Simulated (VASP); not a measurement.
# Pt3PbC (Pm-3m) in VASP: notebook

Pt3PbC is run at these levels: PBE; tasks: single point.

All numbers are computed with VASP 6.6.1; they aren't measurements. Logs are shortened: lines on timing, memory, paths and dates and some standing lists are left out, and cuts for length are marked.

## (1) The cell of the first run

It takes space group Pm-3m (No. 221, cubic). Conventional cell: a = 4.274 Å, b = 4.274 Å, c = 4.274 Å, α = 90.00°, β = 90.00°, γ = 90.00°. Within 2.8 Å of Pt (site symmetry 4/mmm) lie 2 C at 2.14 Å. Pb (site symmetry m-3m) has 12 Pt at 3.02 Å and 8 C at 3.70 Å within 4.0 Å. C (site symmetry m-3m) has 6 Pt at 2.14 Å within 2.8 Å.

## (2) Single point, PBE

Contents of INCAR:

```
SYSTEM = Pt3PbC
PREC = Accurate
ENCUT = 520
EDIFF = 1E-6
ISMEAR = -1
SIGMA = 0.1
LREAL = .False.
LASPH = .True.
NELM = 100
ALGO = Normal
ISIF = 2
LWAVE = .False.
LCHARG = .False.
GGA = PE
NBANDS = 32
```

Contents of KPOINTS:

```
Automatic mesh
0
Gamma
  5 5 5
  0 0 0
```

Contents of POSCAR:

```
Pt3PbC
1.0
    4.2743331162      0.0000000000      0.0000000000
    0.0000000000      4.2743331162      0.0000000000
    0.0000000000      0.0000000000      4.2743331162
Pt Pb C
3 1 1
Direct
    0.0000000000      0.5000000000      0.5000000000
    0.5000000000      0.5000000000      0.0000000000
    0.5000000000      0.0000000000      0.5000000000
    0.0000000000      0.0000000000      0.0000000000
    0.5000000000      0.5000000000      0.5000000000
```

Potentials or basis: VASP PAW PBE potentials, release 64 (Pt, Pb_d, C).

Command:

```
$ cat potpaw_PBE.64/Pt/POTCAR potpaw_PBE.64/Pb_d/POTCAR potpaw_PBE.64/C/POTCAR > POTCAR
$ mpirun -np 1 vasp_std > vasp.out
```

OUTCAR:

```text
SYSTEM = Pt3PbC
   PREC = Accurate
   ENCUT = 520
   EDIFF = 1E-6
   ISMEAR = -1
   LREAL = .False.
   LASPH = .True.
   NELM = 100
   ISIF = 2
   GGA = PE

 ion  position               nearest neighbor table
   1  0.000  0.500  0.500-   5 2.14   5 2.14   4 3.02   2 3.02   2 3.02   4 3.02   3 3.02   4 3.02
                             4 3.02   2 3.02   3 3.02   3 3.02   2 3.02   3 3.02
   2  0.500  0.500  0.000-   5 2.14   5 2.14   4 3.02   1 3.02   1 3.02   3 3.02   3 3.02   3 3.02
                             4 3.02   3 3.02   1 3.02   4 3.02   1 3.02   4 3.02
   3  0.500  0.000  0.500-   5 2.14   5 2.14   4 3.02   1 3.02   2 3.02   4 3.02   1 3.02   2 3.02
                             2 3.02   2 3.02   1 3.02   4 3.02   4 3.02   1 3.02
   4  0.000  0.000  0.000-   1 3.02   2 3.02   3 3.02   1 3.02   3 3.02   1 3.02   2 3.02   1 3.02
                             2 3.02   3 3.02   3 3.02   2 3.02
   5  0.500  0.500  0.500-   1 2.14   2 2.14   3 2.14   2 2.14   3 2.14   1 2.14

  LATTYP: Found a simple cubic cell.
 ALAT       =     4.2743331162

  Lattice vectors:

 A1 = (   4.2743331162,   0.0000000000,   0.0000000000)
 A2 = (   0.0000000000,   4.2743331162,   0.0000000000)
 A3 = (   0.0000000000,   0.0000000000,   4.2743331162)

Analysis of symmetry for initial positions (statically):
=====================================================================
 Subroutine PRICEL returns:
 Original cell was already a primitive cell.

 Routine SETGRP: Setting up the symmetry group for a
 simple cubic supercell.

 Subroutine GETGRP returns: Found 48 space group operations
 (whereof 48 operations were pure point group operations)
 out of a pool of 48 trial point group operations.

The static configuration has the point symmetry O_h .

Analysis of symmetry for dynamics (positions and initial velocities):
=====================================================================
 Subroutine PRICEL returns:
 Original cell was already a primitive cell.

 Routine SETGRP: Setting up the symmetry group for a
 simple cubic supercell.

 Subroutine GETGRP returns: Found 48 space group operations
 (whereof 48 operations were pure point group operations)
 out of a pool of 48 trial point group operations.

The dynamic configuration has the point symmetry O_h .

 Subroutine INISYM returns: Found 48 space group operations
 (whereof 48 operations are pure point group operations),
 and found     1 'primitive' translations

----------------------------------------------------------------------------------------

                                     Primitive cell

  volume of cell :      78.0917

  direct lattice vectors                    reciprocal lattice vectors
     4.274333116  0.000000000  0.000000000     0.233954625  0.000000000  0.000000000
     0.000000000  4.274333116  0.000000000     0.000000000  0.233954625  0.000000000
     0.000000000  0.000000000  4.274333116     0.000000000  0.000000000  0.233954625

  length of vectors
     4.274333116  4.274333116  4.274333116     0.233954625  0.233954625  0.233954625

  position of ions in fractional coordinates (direct lattice)
     0.000000000  0.500000000  0.500000000
     0.500000000  0.500000000  0.000000000
     0.500000000  0.000000000  0.500000000
     0.000000000  0.000000000  0.000000000
     0.500000000  0.500000000  0.500000000

  ion indices of the primitive-cell ions
   primitive index   ion index
                 1           1
                 2           2
                 3           3
                 4           4
                 5           5

----------------------------------------------------------------------------------------

 KPOINTS: Automatic mesh

Automatic generation of k-mesh.
 Grid dimensions read from file:
 generate k-points for:    5    5    5

 Generating k-lattice:

  Cartesian coordinates                     Fractional coordinates (reciprocal lattice)
     0.046790925  0.000000000  0.000000000     0.200000000  0.000000000  0.000000000
     0.000000000  0.046790925  0.000000000     0.000000000  0.200000000  0.000000000
     0.000000000  0.000000000  0.046790925     0.000000000  0.000000000  0.200000000

  Length of vectors
     0.046790925  0.046790925  0.046790925

  Shift w.r.t. Gamma in fractional coordinates (k-lattice)
     0.000000000  0.000000000  0.000000000

 Subroutine IBZKPT returns following result:
 ===========================================

 Found     10 irreducible k-points:

 Following reciprocal coordinates:
            Coordinates               Weight
  0.000000  0.000000  0.000000      1.000000
  0.200000  0.000000  0.000000      6.000000
  0.400000  0.000000  0.000000      6.000000
  0.200000  0.200000  0.000000     12.000000
  0.400000  0.200000  0.000000     24.000000
  0.400000  0.400000  0.000000     12.000000
  0.200000  0.200000  0.200000      8.000000
  0.400000  0.200000  0.200000     24.000000
  0.400000  0.400000  0.200000     24.000000
  0.400000  0.400000  0.400000      8.000000
   k-points           NKPTS =     10   k-points in BZ     NKDIM =     10   number of bands    NBANDS=     32
   number of dos      NEDOS =    301   number of ions     NIONS =      5
   total plane-waves  NPLWV =  32768
   dimension x,y,z NGX =    32 NGY =   32 NGZ =   32
   dimension x,y,z NGXF=    64 NGYF=   64 NGZF=   64
   ions per type =               3   1   1
   NGX,Y,Z   is equivalent  to a cutoff of  12.45, 12.45, 12.45 a.u.
   NGXF,Y,Z  is equivalent  to a cutoff of  24.89, 24.89, 24.89 a.u.
 SYSTEM =  Pt3PbC
   PREC   = accura    normal or accurate (medium, high low for compatibility)
   ISTART =      0    job   : 0-new  1-cont  2-samecut
   ICHARG =      2    charge: 1-file 2-atom 10-const
   ISPIN  =      1    spin polarized calculation?
   LNONCOLLINEAR =      F non collinear calculations
   LSORBIT =      F    spin-orbit coupling
   LASPH  =      T    aspherical Exc in radial PAW
   ENCUT  =  520.0 eV  38.22 Ry    6.18 a.u.   7.95  7.95  7.95*2*pi/ulx,y,z
   NELM   =    100;   NELMIN=  2; NELMDL= -5     # of ELM steps
   EDIFF  = 0.1E-05   stopping-criterion for ELM
   LREAL  =      F    real-space projection
   EDIFFG = 0.1E-04   stopping-criterion for IOM
   NSW    =      0    number of steps for IOM
   IBRION =     -1    ionic relax: 0-MD 1-quasi-New 2-CG
   NFREE  =      0    steps in history (QN), initial steepest desc. (CG)
   ISIF   =      2    stress and relaxation
   ISYM   =      2    0-nonsym 1-usesym 2-fastsym
   POTIM  = 0.5000    time-step for ionic-motion
   TEBEG  =    0.0;   TEEND  =   0.0 temperature during run
   PSTRESS=    0.0 pullay stress
   NELECT =      48.0000    total number of electrons
   NUPDOWN=      -1.0000    fix difference up-down
   EMIN   =  10.00;   EMAX   =-10.00  energy-range for DOS
   EFERMI =   0.00;   METHOD = LEGACY
   ISMEAR =    -1;   SIGMA  =   0.10  broadening in eV -4-tet -1-fermi 0-gaus
   EFERMI_NEDOS =   21; number of points for ismear=-14 and -15
   IALGO  =     38    algorithm
   IMIX   =      4    mixing-type and parameters
     AMIX     =   0.40;   BMIX     =  1.00
     AMIX_MAG =   1.60;   BMIX_MAG =  1.00
  volume/ion in A,a.u.               =      15.62       105.40
  Fermi-wavevector in a.u.,A,eV,Ry     =   1.391939  2.630383 26.361210  1.937494
  Thomas-Fermi vector in A             =   2.515730
   LORBIT       =      0    0 simple, 1 ext, 2 COOP (PROOUT), +10 PAW based schemes
   GGA     = PE    functional components
   LHFCALC =     F    Hartree Fock is set to
   AEXX    =    0.0000 exact exchange contribution
   IVDW    =     0    specifies the selected vdW correction
   LEPSILON=     F    determine dielectric tensor
   LRPA    =     F    only Hartree local field effects (RPA)
 non-spin polarized calculation
  energy-cutoff  :      520.00
  volume of cell :       78.09
 maximum number of plane-waves:      2121
 NGX is ok and might be reduce to    32
   NGX = 15   NGY = 15   NGZ = 15

 number of electron      48.0000015 magnetization

 Free energy of the ion-electron system (eV)
  ---------------------------------------------------
  ext. energy  EPLUGINS =         0.00000000
  ---------------------------------------------------
  free energy    TOTEN  =       -29.10905302 eV

  energy without entropy =      -28.98602983  energy(sigma->0) =      -29.04754142

 E-fermi :  10.0312     XC(G=0): -12.5555

 val. band max:        9.9907028132   @ k =   0.4000   0.0000   0.0000
 cond. band min:      10.1093145793   @ k =   0.2000   0.2000   0.2000
 fundamental gap:      0.1186117661
 Fermi energy:        10.0312043314

 k-point     1 :       0.0000    0.0000    0.0000
  band No.  band energies     occupation
      1      -6.4634      2.00000
      2      -6.4634      2.00000
      3      -6.4412      2.00000
      4      -6.4412      2.00000
      5      -6.4412      2.00000
      6      -4.1888      2.00000
[... 24 lines left out ...]
     31      15.5612      0.00000
     32      18.8692      0.00000

 k-point     2 :       0.2000    0.0000    0.0000
  band No.  band energies     occupation
      1      -6.4555      2.00000
      2      -6.4407      2.00000
      3      -6.4394      2.00000
      4      -6.4356      2.00000
      5      -6.4356      2.00000
      6      -3.9240      2.00000
[... 24 lines left out ...]
     31      16.4850      0.00000
     32      17.9534      0.00000

 k-point     3 :       0.4000    0.0000    0.0000
  band No.  band energies     occupation
      1      -6.4428      2.00000
      2      -6.4365      2.00000
      3      -6.4266      2.00000
      4      -6.4266      2.00000
      5      -6.4040      2.00000
      6      -3.3861      2.00000
[... 24 lines left out ...]
     31      17.3066      0.00000
     32      17.3066      0.00000

 k-point     4 :       0.2000    0.2000    0.0000
  band No.  band energies     occupation
      1      -6.4484      2.00000
      2      -6.4351      2.00000
      3      -6.4335      2.00000
      4      -6.4324      2.00000
      5      -6.4259      2.00000
      6      -3.6565      2.00000
[... 24 lines left out ...]
     31      16.4679      0.00000
     32      17.8699      0.00000

 k-point     5 :       0.4000    0.2000    0.0000
  band No.  band energies     occupation
      1      -6.4437      2.00000
      2      -6.4322      2.00000
      3      -6.4292      2.00000
      4      -6.4260      2.00000
      5      -6.3928      2.00000
      6      -3.1099      2.00000
[... 24 lines left out ...]
     31      17.3723      0.00000
     32      17.5258      0.00000

 k-point     6 :       0.4000    0.4000    0.0000
  band No.  band energies     occupation
      1      -6.4662      2.00000
      2      -6.4255      2.00000
      3      -6.4249      2.00000
      4      -6.4186      2.00000
      5      -6.3672      2.00000
      6      -2.5375      2.00000
[... 24 lines left out ...]
     31      17.7809      0.00000
     32      18.3602      0.00000

 k-point     7 :       0.2000    0.2000    0.2000
  band No.  band energies     occupation
      1      -6.4421      2.00000
      2      -6.4421      2.00000
      3      -6.4368      2.00000
      4      -6.4172      2.00000
      5      -6.4172      2.00000
      6      -3.3872      2.00000
[... 24 lines left out ...]
     31      17.2410      0.00000
     32      17.8969      0.00000

 k-point     8 :       0.4000    0.2000    0.2000
  band No.  band energies     occupation
      1      -6.4425      2.00000
      2      -6.4423      2.00000
      3      -6.4369      2.00000
      4      -6.4141      2.00000
      5      -6.3867      2.00000
      6      -2.8327      2.00000
[... 24 lines left out ...]
     31      16.9193      0.00000
     32      18.5567      0.00000

 k-point     9 :       0.4000    0.4000    0.2000
  band No.  band energies     occupation
      1      -6.4662      2.00000
      2      -6.4416      2.00000
      3      -6.4412      2.00000
      4      -6.4013      2.00000
      5      -6.3693      2.00000
      6      -2.2496      2.00000
[... 24 lines left out ...]
     31      17.7173      0.00000
     32      18.6999      0.00000

 k-point    10 :       0.4000    0.4000    0.4000
  band No.  band energies     occupation
      1      -6.4663      2.00000
      2      -6.4662      2.00000
      3      -6.4662      2.00000
      4      -6.3740      2.00000
      5      -6.3740      2.00000
      6      -1.6181      2.00000
[... 24 lines left out ...]
     31      17.9452      0.00000
     32      19.6704      0.00000

------------------------ aborting loop because EDIFF is reached ----------------------------------------

  FORCE on cell =-STRESS in cart. coord.  units (eV):
  Direction    XX          YY          ZZ          XY          YZ          ZX
  --------------------------------------------------------------------------------------
  -------------------------------------------------------------------------------------
  Total        4.1970663      4.1970663      4.1970663     -0.0000000     -0.0000000     -0.0000000
  in kB       86.1095498     86.1095498     86.1095498     -0.0000000     -0.0000000     -0.0000000
  external PRESSURE =      86.1095498 kB  Pullay stress =       0.0000000 kB

 VOLUME and BASIS-vectors are now :
 -----------------------------------------------------------------------------
  energy-cutoff  :      520.00
  volume of cell :       78.09
      direct lattice vectors                 reciprocal lattice vectors
     4.274333116  0.000000000  0.000000000     0.233954625  0.000000000  0.000000000
     0.000000000  4.274333116  0.000000000     0.000000000  0.233954625  0.000000000
     0.000000000  0.000000000  4.274333116     0.000000000  0.000000000  0.233954625

 POSITION                                       TOTAL-FORCE (eV/Angst)
 -----------------------------------------------------------------------------------
      0.00000      2.13717      2.13717         0.000000      0.000000      0.000000
      2.13717      2.13717      0.00000         0.000000      0.000000      0.000000
      2.13717      0.00000      2.13717         0.000000      0.000000      0.000000
      0.00000      0.00000      0.00000         0.000000      0.000000      0.000000
      2.13717      2.13717      2.13717         0.000000      0.000000      0.000000
 -----------------------------------------------------------------------------------
    total drift:                                0.000000     -0.000000     -0.000000

  FREE ENERGIE OF THE ION-ELECTRON SYSTEM (eV)
  ---------------------------------------------------
  free  energy   TOTEN  =       -29.1090530175 eV

  energy  without entropy=      -28.9860298313  energy(sigma->0) =      -29.04754142
```

Wall time 16 s (1 thread of Intel Xeon Platinum 8375C at 2.90GHz (Ice Lake), shared host); peak memory 0.18 GiB.

What came out:

| Item | Value |
| --- | --- |
| Free energy | -29.1091 eV |
| Pressure | 8.6 GPa |
| Band gap on the k mesh | zero (band 24 reaches 10.11 eV, above the bottom of band 25 at 9.79 eV) |

Levels at points of the mesh, in eV from the Fermi level:
```csv
k point,band 22,band 23,band 24,band 25,band 26,band 27
"(0.00, 0.00, 0.00)",-0.62,-0.62,-0.62,0.33,1.20,1.20
```

Caveat: spin-orbit coupling is left out, which moves the levels of the heavy elements.

## (3) Single point, PBE

This run uses another cell than the first one, of 16.11 Å³/atom, 1.032 times its volume.

Contents of INCAR:

```
  PREC = Accurate
  ENCUT = 520
  EDIFF = 1E-6
  ISMEAR = -1
  SIGMA = 0.1
  LREAL = F
  LASPH = T
  NELM = 100
  ALGO = Normal
  ISIF = 2
  LWAVE = F
  LCHARG = F
  GGA = PE
  NBANDS = 32
```

Contents of KPOINTS:

```
regular mesh
0
Gamma
  5 5 5
```

Edit POSCAR of step 2 so:

```diff
@@ -2,5 +2,5 @@
 1.0
-    4.2743331162      0.0000000000      0.0000000000
-    0.0000000000      4.2743331162      0.0000000000
-    0.0000000000      0.0000000000      4.2743331162
+    4.3188606241      0.0000000000      0.0000000000
+    0.0000000000      4.3188606241      0.0000000000
+    0.0000000000      0.0000000000      4.3188606241
 Pt Pb C
```

Potentials or basis: VASP PAW PBE potentials, release 64 (Pt, Pb_d, C).

Command:

```
$ cat potpaw_PBE.64/Pt/POTCAR potpaw_PBE.64/Pb_d/POTCAR potpaw_PBE.64/C/POTCAR > POTCAR
$ mpirun -np 1 vasp_std > vasp.out
```

Run time: 16 s. Hardware: 1 thread of Intel Xeon Platinum 8375C at 2.90GHz (Ice Lake), shared host; peak memory 0.19 GiB.

The run converged. Its results:

| Item | Value |
| --- | --- |
| Free energy | -29.1954 eV |
| Pressure | 2.6 GPa |
| Band gap on the k mesh | zero (band 24 reaches 9.59 eV, above the bottom of band 25 at 9.23 eV) |

Levels at points of the mesh, in eV from the Fermi level:
| k point | band 22 | band 23 | band 24 | band 25 | band 26 | band 27 |
| --- | --- | --- | --- | --- | --- | --- |
| (0.00, 0.00, 0.00) | -0.61 | -0.61 | -0.59 | 0.20 | 1.27 | 1.27 |

Caveat: spin-orbit coupling is left out, which moves the levels of the heavy elements.

## (4) Single point, PBE

This run uses another cell than the first one, of 16.60 Å³/atom, 1.063 times its volume.

Contents of INCAR:

```
PREC = Accurate
ENCUT = 520
EDIFF = 1E-6
ISMEAR = -1
SIGMA = 0.1
LREAL = False
LASPH = True
NELM = 80
ALGO = Normal
ISIF = 2
LWAVE = False
LCHARG = False
GGA = PE
NBANDS = 32
```

Contents of KPOINTS:

```
Automatic mesh
0
Gamma
  5 5 5
```

Edit POSCAR of step 3 so:

```diff
@@ -2,5 +2,5 @@
 1.0
-    4.3188606241      0.0000000000      0.0000000000
-    0.0000000000      4.3188606241      0.0000000000
-    0.0000000000      0.0000000000      4.3188606241
+    4.3624884317      0.0000000000      0.0000000000
+    0.0000000000      4.3624884317      0.0000000000
+    0.0000000000      0.0000000000      4.3624884317
 Pt Pb C
```

Command:

```
$ cat potpaw_PBE.64/Pt/POTCAR potpaw_PBE.64/Pb_d/POTCAR potpaw_PBE.64/C/POTCAR > POTCAR
$ mpirun -np 1 vasp_std > vasp.out
```

Run time: 14 s. Hardware: 1 thread of Intel Xeon Platinum 8375C at 2.90GHz (Ice Lake), shared host; peak memory 0.19 GiB.

Results (log left out):

| Quantity | Value |
| --- | --- |
| Free energy | -29.1966 eV |
| Pressure | -2.5 GPa |
| Band gap on the k mesh | zero (band 24 reaches 9.10 eV, above the bottom of band 25 at 8.71 eV) |

Levels at points of the mesh, in eV from the Fermi level:
```csv
k point,band 21,band 22,band 23,band 24,band 25,band 26,band 27,band 28
"(0.00, 0.00, 0.00)",-0.59,-0.59,-0.59,-0.56,0.07,1.33,1.33,1.33
```

Caveat: spin-orbit coupling is left out, which moves the levels of the heavy elements.

(Part 1 of 2 ends here.)
